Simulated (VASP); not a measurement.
Here is a VASP 6.6.1 calculation.

The input INCAR:

```
  PREC = Accurate
  ENCUT = 600
  EDIFF = 1E-6
  ISMEAR = 0
  SIGMA = 0.1
  LREAL = F
  LASPH = T
  NELM = 80
  ALGO = Normal
  ISIF = 3
  LWAVE = F
  LCHARG = F
  GGA = PE
  IBRION = 2
  NSW = 100
  EDIFFG = -0.01
```

KPOINTS

```
Automatic mesh
0
Gamma
  12 12 4
```

Contents of POSCAR:

```
LiBe2S3
1.0
    3.2894376127      0.0000000000      0.0000000000
   -1.6447188064      2.8487365368      0.0000000000
    0.0000000000      0.0000000000      8.8679211682
Li Be S
1 2 3
Direct
    0.0000000000      0.0000000000      0.5000000000
    0.6666666667      0.3333333333      0.1951335669
    0.3333333333      0.6666666667      0.8048664331
    0.0000000000      0.0000000000      0.0000000000
    0.3333333333      0.6666666667      0.3031299818
    0.6666666667      0.3333333333      0.6968700182
```

Potentials or basis: VASP PAW PBE potentials, release 64 (Li_sv, Be, S).

Run with:

```bash
$ cat potpaw_PBE.64/Li_sv/POTCAR potpaw_PBE.64/Be/POTCAR potpaw_PBE.64/S/POTCAR > POTCAR
$ mpirun -np 1 vasp_std > vasp.out
```

(1) Estimate the relaxed cell.

(2) Predict the relaxed volume.

## Answers

(1) a = 3.290 Å, b = 3.290 Å, c = 8.872 Å, α = 90.00°, β = 90.00°, γ = 120.00°.

(2) 13.86 Å³/atom.

Caveat: the cutoff is under 1.25 times the usual one of these potentials, so pressure, stress and relaxed cells hold a basis-set (Pulay) error.
